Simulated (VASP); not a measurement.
# InAs (I-4m2) in VASP: further runs

The runs below take InAs through single point, with PBE.

Everything below comes from runs of VASP 6.6.1. Logs are shortened: lines on timing, memory, paths and dates and some standing lists are left out, and cuts for length are marked.

## 1. The cell of the first run

The structure is tetragonal, space group I-4m2 (No. 119). Conventional cell: a = 4.459 Å, b = 4.459 Å, c = 6.907 Å, α = 90.00°, β = 90.00°, γ = 90.00°. Within 3.7 Å of In (site symmetry -4m2) lie 4 As at 2.82 Å. Within 3.7 Å of As (site symmetry -4m2) lie 4 In at 2.82 Å.

## 2. Single point, PBE (34.34 Å³/atom)

File INCAR:

```
ALGO = Normal ; EDIFF = 1E-6
ENCUT = 520 ; GGA = PE
ISIF = 2 ; ISMEAR = 0
LASPH = T ; LCHARG = F
LREAL = F ; LWAVE = F
NBANDS = 16 ; NELM = 60
PREC = Accurate ; SIGMA = 0.15
```

File KPOINTS:

```
k-points
0
Gamma
  14 14 14
```

File POSCAR:

```
InAs
1.0
    0.0000000000      3.4536329140      3.1531387875
    3.1531387875      0.0000000000      3.1531387875
    3.1531387875      3.4536329140      0.0000000000
In As
1 1
Direct
    0.0000000000      0.0000000000      0.0000000000
    0.7500000000      0.7500000000      0.7500000000
```

Potentials or basis: VASP PAW PBE potentials, release 64 (In_d, As).

Run with:

```
$ cat potpaw_PBE.64/In_d/POTCAR potpaw_PBE.64/As/POTCAR > POTCAR
$ mpirun -np 1 vasp_std > vasp.out
```

OUTCAR:

```text
EDIFF = 1E-6
   ENCUT = 520
   GGA = PE
   ISIF = 2
   ISMEAR = 0
   LASPH = T
   LREAL = F
   NELM = 60
   PREC = Accurate

 ion  position               nearest neighbor table
   1  0.000  0.000  0.000-   2 2.82   2 2.82   2 2.82   2 2.82
   2  0.750  0.750  0.750-   1 2.82   1 2.82   1 2.82   1 2.82

  LATTYP: Found a body centered tetragonal cell.
 ALAT       =     4.4592116373
 C/A-ratio  =     1.5489881149

  Lattice vectors:

 A1 = (   0.0000000000,  -3.4536329140,   3.1531387875)
 A2 = (   0.0000000000,  -3.4536329140,  -3.1531387875)
 A3 = (   3.1531387875,   3.4536329140,   0.0000000000)

Analysis of symmetry for initial positions (statically):
=====================================================================
 Subroutine PRICEL returns:
 Original cell was already a primitive cell.

 Routine SETGRP: Setting up the symmetry group for a
 body centered tetragonal supercell.

 Subroutine GETGRP returns: Found  8 space group operations
 (whereof  8 operations were pure point group operations)
 out of a pool of 16 trial point group operations.

The static configuration has the point symmetry D_2d.

Analysis of symmetry for dynamics (positions and initial velocities):
=====================================================================
 Subroutine PRICEL returns:
 Original cell was already a primitive cell.

 Routine SETGRP: Setting up the symmetry group for a
 body centered tetragonal supercell.

 Subroutine GETGRP returns: Found  8 space group operations
 (whereof  8 operations were pure point group operations)
 out of a pool of 16 trial point group operations.

The dynamic configuration has the point symmetry D_2d.

 Subroutine INISYM returns: Found  8 space group operations
 (whereof  8 operations are pure point group operations),
 and found     1 'primitive' translations

----------------------------------------------------------------------------------------

                                     Primitive cell

  volume of cell :      68.6740

  direct lattice vectors                    reciprocal lattice vectors
     0.000000000  3.453632914  3.153138788    -0.158572151  0.144775085  0.158572151
     3.153138788  0.000000000  3.153138788     0.158572151 -0.144775085  0.158572151
     3.153138788  3.453632914  0.000000000     0.158572151  0.144775085 -0.158572151

  length of vectors
     4.676522695  4.459211637  4.676522695     0.266927105  0.266927105  0.266927105

  position of ions in fractional coordinates (direct lattice)
     0.000000000  0.000000000  0.000000000
     0.750000000  0.750000000  0.750000000

  ion indices of the primitive-cell ions
   primitive index   ion index
                 1           1
                 2           2

----------------------------------------------------------------------------------------

 KPOINTS: k-points

Automatic generation of k-mesh.
 Grid dimensions read from file:
 generate k-points for:   14   14   14

 Generating k-lattice:

  Cartesian coordinates                     Fractional coordinates (reciprocal lattice)
    -0.011326582  0.010341078  0.011326582     0.071428571  0.000000000  0.000000000
     0.011326582 -0.010341078  0.011326582     0.000000000  0.071428571  0.000000000
     0.011326582  0.010341078 -0.011326582     0.000000000  0.000000000  0.071428571

  Length of vectors
     0.019066222  0.019066222  0.019066222

  Shift w.r.t. Gamma in fractional coordinates (k-lattice)
     0.000000000  0.000000000  0.000000000

 Subroutine IBZKPT returns following result:
 ===========================================

 Found    244 irreducible k-points:

 Following reciprocal coordinates:
            Coordinates               Weight
  0.000000  0.000000  0.000000      1.000000
  0.071429  0.000000  0.000000      8.000000
  0.142857  0.000000  0.000000      8.000000
  0.214286  0.000000  0.000000      8.000000
  0.285714  0.000000  0.000000      8.000000
  0.357143  0.000000  0.000000      8.000000
[... 16 lines left out ...]
  0.214286  0.142857  0.000000     16.000000
  0.285714  0.142857  0.000000     16.000000
 [... further k-points ...]
   k-points           NKPTS =    244   k-points in BZ     NKDIM =    244   number of bands    NBANDS=     16
   number of dos      NEDOS =    301   number of ions     NIONS =      2
   total plane-waves  NPLWV =  46656
   dimension x,y,z NGX =    36 NGY =   36 NGZ =   36
   dimension x,y,z NGXF=    72 NGYF=   72 NGZF=   72
   ions per type =               1   1
   NGX,Y,Z   is equivalent  to a cutoff of  12.80, 13.42, 12.80 a.u.
   NGXF,Y,Z  is equivalent  to a cutoff of  25.60, 26.84, 25.60 a.u.
 SYSTEM =  unknown system
   PREC   = accura    normal or accurate (medium, high low for compatibility)
   ISTART =      0    job   : 0-new  1-cont  2-samecut
   ICHARG =      2    charge: 1-file 2-atom 10-const
   ISPIN  =      1    spin polarized calculation?
   LNONCOLLINEAR =      F non collinear calculations
   LSORBIT =      F    spin-orbit coupling
   LASPH  =      T    aspherical Exc in radial PAW
   ENCUT  =  520.0 eV  38.22 Ry    6.18 a.u.   8.70  8.29  8.70*2*pi/ulx,y,z
   NELM   =     60;   NELMIN=  2; NELMDL= -5     # of ELM steps
   EDIFF  = 0.1E-05   stopping-criterion for ELM
   LREAL  =      F    real-space projection
   EDIFFG = 0.1E-04   stopping-criterion for IOM
   NSW    =      0    number of steps for IOM
   IBRION =     -1    ionic relax: 0-MD 1-quasi-New 2-CG
   NFREE  =      0    steps in history (QN), initial steepest desc. (CG)
   ISIF   =      2    stress and relaxation
   ISYM   =      2    0-nonsym 1-usesym 2-fastsym
   POTIM  = 0.5000    time-step for ionic-motion
   TEBEG  =    0.0;   TEEND  =   0.0 temperature during run
   PSTRESS=    0.0 pullay stress
   NELECT =      18.0000    total number of electrons
   NUPDOWN=      -1.0000    fix difference up-down
   EMIN   =  10.00;   EMAX   =-10.00  energy-range for DOS
   EFERMI =   0.00;   METHOD = LEGACY
   ISMEAR =     0;   SIGMA  =   0.15  broadening in eV -4-tet -1-fermi 0-gaus
   EFERMI_NEDOS =   21; number of points for ismear=-14 and -15
   IALGO  =     38    algorithm
   IMIX   =      4    mixing-type and parameters
     AMIX     =   0.40;   BMIX     =  1.00
     AMIX_MAG =   1.60;   BMIX_MAG =  1.00
  volume/ion in A,a.u.               =      34.34       231.72
  Fermi-wavevector in a.u.,A,eV,Ry     =   1.047695  1.979857 14.934637  1.097665
  Thomas-Fermi vector in A             =   2.182586
   LORBIT       =      0    0 simple, 1 ext, 2 COOP (PROOUT), +10 PAW based schemes
   GGA     = PE    functional components
   LHFCALC =     F    Hartree Fock is set to
   AEXX    =    0.0000 exact exchange contribution
   IVDW    =     0    specifies the selected vdW correction
   LEPSILON=     F    determine dielectric tensor
   LRPA    =     F    only Hartree local field effects (RPA)
 non-spin polarized calculation
 Gauss-broadening in eV      SIGMA  =   0.15
  energy-cutoff  :      520.00
  volume of cell :       68.67
 maximum number of plane-waves:      1876
   NGX = 17   NGY = 17   NGZ = 17

 number of electron      17.9999994 magnetization

 Free energy of the ion-electron system (eV)
  ---------------------------------------------------
  ext. energy  EPLUGINS =         0.00000000
  ---------------------------------------------------
  free energy    TOTEN  =        -7.50954533 eV

  energy without entropy =       -7.50887922  energy(sigma->0) =       -7.50921227

 E-fermi :   2.7770     XC(G=0):  -8.1840

 val. band max:        2.7066973983   @ k =   0.0000   0.0000   0.0000
 cond. band min:       2.8186264355   @ k =   0.0714   0.0000   0.0714
 fundamental gap:      0.1119290371
 Fermi energy:         2.7770238160

 k-point     1 :       0.0000    0.0000    0.0000
  band No.  band energies     occupation
      1     -11.5517      2.00000
      2     -11.5216      2.00000
      3     -11.5216      2.00000
      4     -11.4868      2.00000
      5     -11.4642      2.00000
      6      -8.0984      2.00000
[... 8 lines left out ...]
     15      10.9425      0.00000
     16      11.7085      0.00000

 k-point     2 :       0.0714    0.0000    0.0000
  band No.  band energies     occupation
      1     -11.5516      2.00000
      2     -11.5232      2.00000
      3     -11.5208      2.00000
      4     -11.4870      2.00000
      5     -11.4640      2.00000
      6      -8.0634      2.00000
[... 8 lines left out ...]
     15      10.7027      0.00000
     16      11.9292      0.00000

 k-point     3 :       0.1429    0.0000    0.0000
  band No.  band energies     occupation
      1     -11.5521      2.00000
      2     -11.5269      2.00000
      3     -11.5187      2.00000
      4     -11.4874      2.00000
      5     -11.4632      2.00000
      6      -7.9614      2.00000
[... 8 lines left out ...]
     15      10.6004      0.00000
     16      11.4050      0.00000

 k-point     4 :       0.2143    0.0000    0.0000
  band No.  band energies     occupation
      1     -11.5559      2.00000
      2     -11.5293      2.00000
      3     -11.5159      2.00000
      4     -11.4876      2.00000
      5     -11.4619      2.00000
      6      -7.8031      2.00000
[... 8 lines left out ...]
     15      10.9274      0.00000
     16      11.0931      0.00000
[... 324 lines left out ...]
 k-point    22 :       0.1429    0.1429    0.0000
  band No.  band energies     occupation
      1     -11.5430      2.00000
      2     -11.5387      2.00000
      3     -11.5167      2.00000
      4     -11.4891      2.00000
      5     -11.4621      2.00000
      6      -7.9067      2.00000
[... 8 lines left out ...]
     15      10.7264      0.00000
     16      11.4475      0.00000

 k-point    23 :       0.2143    0.1429    0.0000
  band No.  band energies     occupation
      1     -11.5490      2.00000
      2     -11.5370      2.00000
      3     -11.5143      2.00000
      4     -11.4903      2.00000
      5     -11.4609      2.00000
      6      -7.7852      2.00000
[... 8 lines left out ...]
     15      11.0636      0.00000
     16      11.6802      0.00000

 k-point    24 :       0.2857    0.1429    0.0000
  band No.  band energies     occupation
      1     -11.5595      2.00000
      2     -11.5317      2.00000
      3     -11.5120      2.00000
      4     -11.4909      2.00000
      5     -11.4594      2.00000
      6      -7.6170      2.00000
[... 8 lines left out ...]
     15      11.2741      0.00000
     16      12.0399      0.00000

 [... further k-points ...]
[... 5 lines left out ...]
  --------------------------------------------------------------------------------------
  -------------------------------------------------------------------------------------
  Total       -1.6854523     -3.1111591     -1.6854523      0.0000000     -0.0000000      0.0000000
  in kB      -39.3219182    -72.5839265    -39.3219182      0.0000000     -0.0000000      0.0000000
  external PRESSURE =     -50.4092543 kB  Pullay stress =       0.0000000 kB

 VOLUME and BASIS-vectors are now :
 -----------------------------------------------------------------------------
  energy-cutoff  :      520.00
  volume of cell :       68.67
      direct lattice vectors                 reciprocal lattice vectors
     0.000000000  3.453632914  3.153138788    -0.158572151  0.144775085  0.158572151
     3.153138788  0.000000000  3.153138788     0.158572151 -0.144775085  0.158572151
     3.153138788  3.453632914  0.000000000     0.158572151  0.144775085 -0.158572151

 POSITION                                       TOTAL-FORCE (eV/Angst)
 -----------------------------------------------------------------------------------
      0.00000      0.00000      0.00000        -0.000000     -0.000000     -0.000000
      4.72971      5.18045      4.72971         0.000000      0.000000      0.000000
 -----------------------------------------------------------------------------------
    total drift:                                0.000000     -0.000000      0.000000

  FREE ENERGIE OF THE ION-ELECTRON SYSTEM (eV)
  ---------------------------------------------------
  free  energy   TOTEN  =        -7.5095453317 eV

  energy  without entropy=       -7.5088792181  energy(sigma->0) =       -7.50921227
```

It took 5 min on 1 thread of Intel Xeon Platinum 8259CL at 2.50GHz (Skylake/Cascade Lake), shared host; peak memory 0.42 GiB.

Results:

```
Free energy            : -7.5095 eV
Pressure               : -5.0 GPa
Band gap on the k mesh : zero (filled and empty bands touch)
```

Caveat: the cell stands under tension; semilocal functionals underestimate gaps, and a narrow one can read as zero; spin-orbit coupling is left out, which moves the levels of the heavy elements.

(Continued in part 2 of 2.)

The gap in the log of VASP goes by the Fermi energy; the results here count the filled bands.